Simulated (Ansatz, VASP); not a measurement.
**Ga in VASP and in Ansatz**

Contents of INCAR:

```
ALGO = Normal ; EDIFF = 1E-6
ENCUT = 520 ; GGA = CA
ISIF = 2 ; ISMEAR = -1
LASPH = True ; LCHARG = False
LREAL = False ; LWAVE = False
NBANDS = 34 ; NELM = 60
PREC = Accurate ; SIGMA = 0.1
```

The input KPOINTS:

```
k-points
0
Gamma
  14 14 4
```

The input POSCAR:

```
Ga
1.0
    2.8991779414      0.0000000000      0.0000000000
   -1.4495889707      2.5107617474      0.0000000000
    0.0000000000      0.0000000000      9.0555059719
Ga
4
Direct
    0.0000000000      1.0000000000      1.0000000000
    0.0000000000      1.0000000000      0.5000000000
    0.3333333333      0.6666666667      0.2500000000
    0.6666666667      0.3333333333      0.7500000000
```

Input for Ansatz:

```yaml
crystal:
  lattice:
    - [2.8991779414, 0.0, 0.0]
    - [-1.4495889707, 2.5107617474, 0.0]
    - [0.0, 0.0, 9.0555059719]
  atoms:
    - { symbol: Ga, position: [0.0, 1.0, 1.0] }
    - { symbol: Ga, position: [0.0, 1.0, 0.5] }
    - { symbol: Ga, position: [0.3333333333, 0.6666666667, 0.25] }
    - { symbol: Ga, position: [0.6666666667, 0.3333333333, 0.75] }
hamiltonian:
  xc: lda
  pseudopotentials:
    kind: paw
    azcp:
      Ga: "pseudopotentials/Ga.paw.azcp"
basis:
  ecutwfc: 420
  fft_grid_basis: typed
kpoints:
  mp_grid: { grid: [14, 14, 4], shift: [0, 0, 0] }
magnetization:
  spin_polarized: false
scf:
  occupations: { method: fermi_dirac, width: 0.1 }
  lower_state_search: "off"
output:
  stress: true
```

Alike in both runs: task single point; functional LDA; k mesh 14 × 14 × 4; occupations fermi-dirac, width 0.1 eV; no spin polarisation.

```csv
,VASP,Ansatz
version,VASP 6.6.1,Ansatz 0.2.0
potentials or method,"VASP PAW LDA potentials, release 64 (Ga_d), cutoff 520 eV","plane waves (420 eV) with PAW, scalar-relativistic"
valence electrons in the cell,52,52
```

Ansatz gave:

```
pressure (GPa)                                                : 3.1
traceless stress, the component that is largest in VASP (GPa) : 0.17
```

Task: Which values does VASP return?

Result: Pressure (GPa): 3.1; traceless stress, the component that is largest in VASP (GPa): 0.19.

Ansatz warns that its potentials were made for another functional, while VASP's fit it. LDA's correlation is that of Perdew and Zunger in VASP and of Perdew and Wang (1992) in Ansatz.
